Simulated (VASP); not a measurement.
Pt: single point with PBE

Crystal: Pt.

```
CELL_PARAMETERS angstrom
0.00000 1.89668 2.08634
1.89668 0.00000 2.08634
1.89668 1.89668 0.00000
ATOMIC_POSITIONS crystal
Pt 0.00000 0.00000 0.00000
```

This cell differs from its parent crystal: ratio of the length along z to the lengths across it x 1.1, volume and fractional coordinates fixed.

```
Program             : VASP 6.6.1
Task                : single point
Functional          : PBE
Potentials or basis : VASP PAW PBE potentials, release 64 (Pt)
Cutoff              : 520 eV
k mesh              : 12 × 12 × 12
Occupations         : gaussian, width 0.15 eV
Spin                : no spin polarisation
```

| Quantity | Value |
| --- | --- |
| Pressure | 12.2 GPa |
| Band gap on the k mesh | zero (band 5 reaches 12.40 eV, above the bottom of band 6 at 9.73 eV) |

Stress tensor (GPa, compression positive):
```
16.32  0.00  0.00
 0.00 16.32  0.00
 0.00  0.00  4.04
```

Levels at points of the mesh, in eV from the Fermi level:
```
           k point  band 1  band 2  band 3  band 4  band 5  band 6  band 7  band 8  band 9  band 10
(0.00, 0.00, 0.00)  -10.24   -4.53   -3.34   -3.34   -2.36   -0.96   14.80   18.10   20.47    20.47
(0.50, 0.00, 0.00)   -7.33   -4.38   -3.30   -0.44   -0.16    0.29    5.99   13.95   18.50    20.04
(0.50, 0.50, 0.00)   -7.22   -6.67    0.15    0.46    0.46    0.66    7.36   12.63   12.63    21.18
(0.50, 0.00, 0.50)   -7.06   -6.57   -0.10    0.00    1.07    2.45    9.87   10.65   11.25    20.04
```

Wall time 32 s on 1 thread of Intel Xeon 8259CL, with other jobs on the host, peak memory 0.15 GiB.

Caveat: spin-orbit coupling is left out, which moves the levels of the heavy elements.
